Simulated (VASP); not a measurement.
Ta:

```
Ta
1.0
    -1.64020    1.64020    1.64020
     1.64020   -1.64020    1.64020
     1.64020    1.64020   -1.64020
Ta
1
Direct
  0.00000 0.00000 0.00000
```

Base run:

| Property | Result |
| --- | --- |
| Program | VASP 6.6.1 |
| Functional | r2SCAN |
| Potentials or basis | VASP PAW PBE potentials, release 64 (Ta_pv) |
| Cutoff | 520 eV |
| k mesh | 11 × 11 × 11 |
| Occupations | fermi-dirac, width 0.05 eV |
| Spin | no spin polarisation |

Its results: pressure 4.9 GPa.

**Question.** After a change of settings the same cell gave: pressure 3.4 GPa. Which change was it?
A. functional from r2SCAN to PBE
B. functional from r2SCAN to PBE0; k mesh from 11 × 11 × 11 to 6 × 6 × 6
C. occupations from fermi-dirac, width 0.05 eV to methfessel-paxton, width 0.05 eV; dispersion from none to rVV10

**Answer.** C.

Caveats: the PAW data sets were made with another functional, which shifts forces and pressure a little.
